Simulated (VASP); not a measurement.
# Si: single point with PBE+D3(BJ)

The system is Si.

```
Si
1.0
     2.60922    0.00000    0.00000
    -1.30461    2.25965    0.00000
     0.00000    0.00000    2.45727
Si
1
Cartesian
  0.0000 0.0000 0.0000
```

```yaml
Program: VASP 6.6.1
Task: single point
Functional: PBE
Dispersion: D3(BJ)
Potentials_or_basis: VASP PAW PBE potentials, release 64 (Si)
Cutoff: 520 eV
k_mesh: 24 × 24 × 22
Occupations: gaussian, width 0.1 eV
Spin: no spin polarisation
```

* Pressure: 0.0 GPa
* Band gap on the k mesh: zero (band 2 reaches 17.36 eV, above the bottom of band 3 at 5.21 eV)
* Dispersion energy per atom: -0.430 eV

Levels at points of the mesh, in eV from the Fermi level:
```
           k point  band 1  band 2  band 3  band 4  band 5
(0.00, 0.00, 0.00)  -14.28    7.47    8.05   10.49   10.49
(0.50, 0.00, 0.00)   -7.69   -6.92    5.20    6.50   13.01
(0.00, 0.00, 0.50)   -9.33   -7.34   14.18   14.18   15.08
(0.50, 0.00, 0.50)   -3.01   -2.17   -1.88    1.38    8.92
```

Run time: 21 s on 1 thread of Intel(R) Xeon(R) 6975P-C (Granite Rapids) (shared host), peak memory 0.18 GiB.

Caveat: pairwise dispersion overbinds metals, which lowers pressure and volume.
